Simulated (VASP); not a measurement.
# Ti2NbC3 in VASP: further runs

Ti2NbC3 is run at these levels: PBE; tasks: single point.

Everything below comes from runs of VASP 6.6.1. Logs are shortened: lines on timing, memory, paths and dates and some standing lists are left out, and cuts for length are marked.

### 1 The cell of the first run

The structure is orthorhombic, space group Fmmm (No. 69). Conventional cell: a = 6.029 Å, b = 6.044 Å, c = 8.456 Å, α = 90.00°, β = 90.00°, γ = 90.00°. Ti (site symmetry 222) has 2 C at 2.11 Å within 2.8 Å. Within 2.8 Å of Nb (site symmetry mmm) lie 4 C at 2.13 Å. C (site symmetry 2/m) has 2 Ti at 2.11 Å and 2 Nb at 2.13 Å and 2 C at 2.13 Å within 2.8 Å. C (site symmetry mmm) has 4 C at 2.13 Å within 2.8 Å.

### 2 Single point, PBE

Contents of INCAR:

```
SYSTEM = Ti2NbC3
  PREC = Accurate
  ENCUT = 520
  EDIFF = 1E-6
  ISMEAR = 0
  SIGMA = 0.1
  LREAL = .False.
  LASPH = .True.
  NELM = 80
  ALGO = Normal
  ISIF = 2
  LWAVE = .False.
  LCHARG = .False.
  GGA = PE
  NBANDS = 34
```

Contents of KPOINTS:

```
Automatic mesh
0
Gamma
  4 4 4
  0 0 0
```

Contents of POSCAR:

```
Ti2NbC3
1.0
    0.0000000000      4.2282326957      3.0145848294
    3.0221220976      0.0000000000      3.0145848294
    3.0221220976      4.2282326957      0.0000000000
Ti Nb C
2 1 3
Direct
    0.7500000000      0.7500000000      0.7500000000
    0.2500000000      0.2500000000      0.2500000000
    0.0000000000      0.0000000000      0.0000000000
    0.0000000000      0.5000000000      0.0000000000
    0.5000000000      0.0000000000      0.5000000000
    0.5000000000      0.5000000000      0.5000000000
```

Potentials or basis: VASP PAW PBE potentials, release 64 (Ti_sv, Nb_sv, C).

The run is started by

```bash
$ cat potpaw_PBE.64/Ti_sv/POTCAR potpaw_PBE.64/Nb_sv/POTCAR potpaw_PBE.64/C/POTCAR > POTCAR
$ mpirun -np 1 vasp_std > vasp.out
```

OUTCAR:

```text
SYSTEM = Ti2NbC3
   PREC = Accurate
   ENCUT = 520
   EDIFF = 1E-6
   ISMEAR = 0
   LREAL = .False.
   LASPH = .True.
   NELM = 80
   ISIF = 2
   GGA = PE

 ion  position               nearest neighbor table
   1  0.750  0.750  0.750-   4 2.11   5 2.11
   2  0.250  0.250  0.250-   4 2.11   5 2.11
   3  0.000  0.000  0.000-   4 2.13   5 2.13   4 2.13   5 2.13
   4  0.000  0.500  0.000-   1 2.11   2 2.11   3 2.13   3 2.13
   5  0.500  0.000  0.500-   1 2.11   2 2.11   3 2.13   3 2.13
   6  0.500  0.500  0.500-

  LATTYP: Found a face centered orthorhombic cell.
 ALAT       =     6.0291696588
 B/A-ratio  =     1.0025002674
 C/A-ratio  =     1.4025920433

  Lattice vectors:

 A1 = (   3.0221220976,   4.2282326957,   0.0000000000)
 A2 = (   0.0000000000,   4.2282326957,   3.0145848294)
 A3 = (   3.0221220976,   0.0000000000,   3.0145848294)

Analysis of symmetry for initial positions (statically):
=====================================================================
 Subroutine PRICEL returns:
 Original cell was already a primitive cell.

 Routine SETGRP: Setting up the symmetry group for a
 face centered orthorhombic supercell.

 Subroutine GETGRP returns: Found  8 space group operations
 (whereof  8 operations were pure point group operations)
 out of a pool of  8 trial point group operations.

The static configuration has the point symmetry D_2h.

Analysis of symmetry for dynamics (positions and initial velocities):
=====================================================================
 Subroutine PRICEL returns:
 Original cell was already a primitive cell.

 Routine SETGRP: Setting up the symmetry group for a
 face centered orthorhombic supercell.

 Subroutine GETGRP returns: Found  8 space group operations
 (whereof  8 operations were pure point group operations)
 out of a pool of  8 trial point group operations.

The dynamic configuration has the point symmetry D_2h.

 Subroutine INISYM returns: Found  8 space group operations
 (whereof  8 operations are pure point group operations),
 and found     1 'primitive' translations

----------------------------------------------------------------------------------------

                                     Primitive cell

  volume of cell :      77.0421

  direct lattice vectors                    reciprocal lattice vectors
     0.000000000  4.228232696  3.014584829    -0.165446658  0.118252716  0.165860319
     3.022122098  0.000000000  3.014584829     0.165446658 -0.118252716  0.165860319
     3.022122098  4.228232696  0.000000000     0.165446658  0.118252716 -0.165860319

  length of vectors
     5.192848296  4.268599731  5.197227501     0.262423220  0.262423220  0.262423220

  position of ions in fractional coordinates (direct lattice)
     0.750000000  0.750000000  0.750000000
     0.250000000  0.250000000  0.250000000
     0.000000000  0.000000000  0.000000000
     0.000000000  0.500000000  0.000000000
     0.500000000  0.000000000  0.500000000
     0.500000000  0.500000000  0.500000000

  ion indices of the primitive-cell ions
   primitive index   ion index
                 1           1
                 2           2
                 3           3
                 4           4
                 5           5
                 6           6

----------------------------------------------------------------------------------------

 KPOINTS: Automatic mesh

Automatic generation of k-mesh.
 Grid dimensions read from file:
 generate k-points for:    4    4    4

 Generating k-lattice:

  Cartesian coordinates                     Fractional coordinates (reciprocal lattice)
    -0.041361664  0.029563179  0.041465080     0.250000000  0.000000000 -0.000000000
     0.041361664 -0.029563179  0.041465080     0.000000000  0.250000000  0.000000000
     0.041361664  0.029563179 -0.041465080    -0.000000000  0.000000000  0.250000000

  Length of vectors
     0.065605805  0.065605805  0.065605805

  Shift w.r.t. Gamma in fractional coordinates (k-lattice)
     0.000000000  0.000000000  0.000000000

 Subroutine IBZKPT returns following result:
 ===========================================

 Found     18 irreducible k-points:

 Following reciprocal coordinates:
            Coordinates               Weight
  0.000000  0.000000  0.000000      1.000000
  0.250000  0.000000  0.000000      8.000000
  0.500000  0.000000  0.000000      4.000000
  0.250000  0.250000  0.000000      2.000000
  0.500000  0.250000 -0.000000      8.000000
 -0.250000  0.250000 -0.000000      4.000000
[... 10 lines left out ...]
 -0.250000  0.250000  0.500000      2.000000
  0.000000  0.500000  0.500000      1.000000
   k-points           NKPTS =     18   k-points in BZ     NKDIM =     18   number of bands    NBANDS=     34
   number of dos      NEDOS =    301   number of ions     NIONS =      6
   total plane-waves  NPLWV =  51200
   dimension x,y,z NGX =    40 NGY =   32 NGZ =   40
   dimension x,y,z NGXF=    80 NGYF=   64 NGZF=   80
   ions per type =               2   1   3
   NGX,Y,Z   is equivalent  to a cutoff of  12.81, 12.46, 12.79 a.u.
   NGXF,Y,Z  is equivalent  to a cutoff of  25.61, 24.93, 25.59 a.u.
 SYSTEM =  Ti2NbC3
   PREC   = accura    normal or accurate (medium, high low for compatibility)
   ISTART =      0    job   : 0-new  1-cont  2-samecut
   ICHARG =      2    charge: 1-file 2-atom 10-const
   ISPIN  =      1    spin polarized calculation?
   LNONCOLLINEAR =      F non collinear calculations
   LSORBIT =      F    spin-orbit coupling
   LASPH  =      T    aspherical Exc in radial PAW
   ENCUT  =  520.0 eV  38.22 Ry    6.18 a.u.   9.66  7.94  9.66*2*pi/ulx,y,z
   NELM   =     80;   NELMIN=  2; NELMDL= -5     # of ELM steps
   EDIFF  = 0.1E-05   stopping-criterion for ELM
   LREAL  =      F    real-space projection
   EDIFFG = 0.1E-04   stopping-criterion for IOM
   NSW    =      0    number of steps for IOM
   IBRION =     -1    ionic relax: 0-MD 1-quasi-New 2-CG
   NFREE  =      0    steps in history (QN), initial steepest desc. (CG)
   ISIF   =      2    stress and relaxation
   ISYM   =      2    0-nonsym 1-usesym 2-fastsym
   POTIM  = 0.5000    time-step for ionic-motion
   TEBEG  =    0.0;   TEEND  =   0.0 temperature during run
   PSTRESS=    0.0 pullay stress
   NELECT =      49.0000    total number of electrons
   NUPDOWN=      -1.0000    fix difference up-down
   EMIN   =  10.00;   EMAX   =-10.00  energy-range for DOS
   EFERMI =   0.00;   METHOD = LEGACY
   ISMEAR =     0;   SIGMA  =   0.10  broadening in eV -4-tet -1-fermi 0-gaus
   EFERMI_NEDOS =   21; number of points for ismear=-14 and -15
   IALGO  =     38    algorithm
   IMIX   =      4    mixing-type and parameters
     AMIX     =   0.40;   BMIX     =  1.00
     AMIX_MAG =   1.60;   BMIX_MAG =  1.00
  volume/ion in A,a.u.               =      12.84        86.65
  Fermi-wavevector in a.u.,A,eV,Ry     =   1.407875  2.660498 26.968267  1.982112
  Thomas-Fermi vector in A             =   2.530090
   LORBIT       =      0    0 simple, 1 ext, 2 COOP (PROOUT), +10 PAW based schemes
   GGA     = PE    functional components
   LHFCALC =     F    Hartree Fock is set to
   AEXX    =    0.0000 exact exchange contribution
   IVDW    =     0    specifies the selected vdW correction
   LEPSILON=     F    determine dielectric tensor
   LRPA    =     F    only Hartree local field effects (RPA)
 non-spin polarized calculation
 Gauss-broadening in eV      SIGMA  =   0.10
  energy-cutoff  :      520.00
  volume of cell :       77.04
 maximum number of plane-waves:      2092
 NGX is ok and might be reduce to    40

 number of electron      48.9999998 magnetization

 Free energy of the ion-electron system (eV)
  ---------------------------------------------------
  ext. energy  EPLUGINS =         0.00000000
  ---------------------------------------------------
  free energy    TOTEN  =       -47.49474716 eV

  energy without entropy =      -47.46981492  energy(sigma->0) =      -47.48228104

 E-fermi :   8.0339     XC(G=0): -11.7574

 val. band max:        7.9864679790   @ k =   0.2500   0.2500   0.0000
 cond. band min:       8.0760174497   @ k =  -0.2500   0.2500   0.2500
 fundamental gap:      0.0895494708
 Fermi energy:         8.0339161922

 k-point     1 :       0.0000    0.0000    0.0000
  band No.  band energies     occupation
      1     -48.7248      2.00000
      2     -48.6723      2.00000
      3     -46.3407      2.00000
      4     -25.1163      2.00000
      5     -25.1153      2.00000
      6     -24.9300      2.00000
[... 26 lines left out ...]
     33      10.5935      0.00000
     34      10.6256      0.00000

 k-point     2 :       0.2500    0.0000    0.0000
  band No.  band energies     occupation
      1     -48.7168      2.00000
      2     -48.6797      2.00000
      3     -46.3412      2.00000
      4     -25.0912      2.00000
      5     -25.0859      2.00000
      6     -24.9396      2.00000
[... 26 lines left out ...]
     33      10.8251      0.00000
     34      11.1545      0.00000

 k-point     3 :       0.5000    0.0000    0.0000
  band No.  band energies     occupation
      1     -48.6981      2.00000
      2     -48.6978      2.00000
      3     -46.3417      2.00000
      4     -25.0224      2.00000
      5     -25.0149      2.00000
      6     -25.0143      2.00000
[... 26 lines left out ...]
     33      10.8365      0.00000
     34      10.9545      0.00000
[... 482 lines left out ...]
 k-point    17 :      -0.2500    0.2500    0.5000
  band No.  band energies     occupation
      1     -48.7103      2.00000
      2     -48.6852      2.00000
      3     -46.3422      2.00000
      4     -25.1362      2.00000
      5     -25.0301      2.00000
      6     -25.0032      2.00000
[... 26 lines left out ...]
     33      11.6124      0.00000
     34      11.7692      0.00000

 k-point    18 :       0.0000    0.5000    0.5000
  band No.  band energies     occupation
      1     -48.6980      2.00000
      2     -48.6971      2.00000
      3     -46.3419      2.00000
      4     -25.1596      2.00000
      5     -25.1467      2.00000
      6     -24.9182      2.00000
[... 26 lines left out ...]
     33      11.0810      0.00000
     34      11.5862      0.00000

------------------------ aborting loop because EDIFF is reached ----------------------------------------

  FORCE on cell =-STRESS in cart. coord.  units (eV):
  Direction    XX          YY          ZZ          XY          YZ          ZX
  --------------------------------------------------------------------------------------
  -------------------------------------------------------------------------------------
  Total       -0.2869514      0.1010287     -0.2156467      0.0000000      0.0000000      0.0000000
  in kB       -5.9674749      2.1010038     -4.4846134      0.0000000      0.0000000      0.0000000
  external PRESSURE =      -2.7836949 kB  Pullay stress =       0.0000000 kB

 VOLUME and BASIS-vectors are now :
 -----------------------------------------------------------------------------
  energy-cutoff  :      520.00
  volume of cell :       77.04
      direct lattice vectors                 reciprocal lattice vectors
     0.000000000  4.228232696  3.014584829    -0.165446658  0.118252716  0.165860319
     3.022122098  0.000000000  3.014584829     0.165446658 -0.118252716  0.165860319
     3.022122098  4.228232696  0.000000000     0.165446658  0.118252716 -0.165860319

 POSITION                                       TOTAL-FORCE (eV/Angst)
 -----------------------------------------------------------------------------------
      4.53318      6.34235      4.52188         0.000000     -0.000000     -0.000000
      1.51106      2.11412      1.50729         0.000000      0.000000      0.000000
      0.00000      0.00000      0.00000        -0.000000      0.000000      0.000000
      1.51106      0.00000      1.50729        -0.000000      0.000000      0.000000
      1.51106      4.22823      1.50729        -0.000000      0.000000      0.000000
      3.02212      4.22823      3.01458        -0.000000      0.000000      0.000000
 -----------------------------------------------------------------------------------
    total drift:                               -0.000000      0.000000      0.000000

  FREE ENERGIE OF THE ION-ELECTRON SYSTEM (eV)
  ---------------------------------------------------
  free  energy   TOTEN  =       -47.4947471641 eV

  energy  without entropy=      -47.4698149180  energy(sigma->0) =      -47.48228104
```

It took 40 s on 1 thread of AMD EPYC 9R45 (Zen 5), shared host; peak memory 0.2 GiB.

Results:

| Property | Result |
| --- | --- |
| Free energy | -47.4947 eV |
| Pressure | -0.3 GPa |

Levels at points of the mesh, in eV from the Fermi level:
| k point | band 23 | band 24 | band 25 | band 26 | band 27 | band 28 |
| --- | --- | --- | --- | --- | --- | --- |
| (0.00, 0.00, 0.00) | -0.46 | -0.45 | -0.18 | -0.16 | 1.49 | 2.29 |
| (0.50, 0.00, 0.00) | -0.40 | -0.25 | 0.56 | 0.69 | 0.72 | 1.36 |
| (0.50, 0.50, 0.00) | -0.74 | -0.12 | 0.18 | 0.32 | 0.97 | 1.37 |
| (0.50, 0.00, 0.50) | -0.59 | -0.57 | -0.44 | -0.14 | 0.43 | 1.76 |
| (0.00, 0.50, 0.50) | -0.73 | -0.13 | 0.19 | 0.32 | 0.98 | 1.35 |

Caveat: the k points lie up to 0.41 Å⁻¹ apart.

### 3 Single point, PBE

This run uses another cell than the first one, of the same volume but with other edges.

Contents of INCAR:

```
PREC = Accurate
ENCUT = 520
EDIFF = 1E-6
ISMEAR = 0
SIGMA = 0.1
LREAL = False
LASPH = True
NELM = 60
ALGO = Normal
ISIF = 2
LWAVE = False
LCHARG = False
GGA = PE
NBANDS = 34
```

Contents of KPOINTS:

```
regular mesh
0
Gamma
  12 12 12
```

Contents of POSCAR:

```
Ti2NbC3
1.0
   -2.1492791050      2.1492791050      4.1742282851
    2.1492791050     -2.1492791050      4.1742282851
    2.1492791050      2.1492791050     -4.1742282851
Ti Nb C
2 1 3
Direct
    0.2500000000      0.7500000000      0.5000000000
    0.7500000000      0.2500000000      0.5000000000
    0.0000000000      0.0000000000      0.0000000000
    0.5000000000      0.0000000000      0.5000000000
    0.0000000000      0.5000000000      0.5000000000
    0.5000000000      0.5000000000      0.0000000000
```

Potentials or basis: VASP PAW PBE potentials, release 64 (Ti_sv, Nb_sv, C).

The run is started by

```bash
$ cat potpaw_PBE.64/Ti_sv/POTCAR potpaw_PBE.64/Nb_sv/POTCAR potpaw_PBE.64/C/POTCAR > POTCAR
$ mpirun -np 1 vasp_std > vasp.out
```

Run time: 5.8 min. Hardware: 1 thread of AMD EPYC 9R45 (Zen 5), shared host; peak memory 0.49 GiB.

It converged, with:

* Free energy: -47.4564 eV
* Pressure: -0.1 GPa

Stress tensor (GPa, compression positive):
```
-0.24  0.00  0.00
 0.00 -0.24  0.00
 0.00  0.00  0.18
```

Levels at points of the mesh, in eV from the Fermi level:
```
           k point  band 22  band 23  band 24  band 25  band 26  band 27  band 28  band 29
(0.00, 0.00, 0.00)    -1.13    -0.41    -0.41    -0.09    -0.09     1.67     2.34     2.34
(0.50, 0.00, 0.00)    -0.91    -0.33    -0.09     0.55     0.73     0.76     1.45     1.50
(0.50, 0.50, 0.00)    -0.81    -0.73    -0.04     0.27     0.40     1.01     1.38     1.65
(0.50, 0.50, 0.50)    -1.31    -0.58    -0.58    -0.37     0.08     0.57     1.95     2.63
```

(Continued in part 2 of 2.)
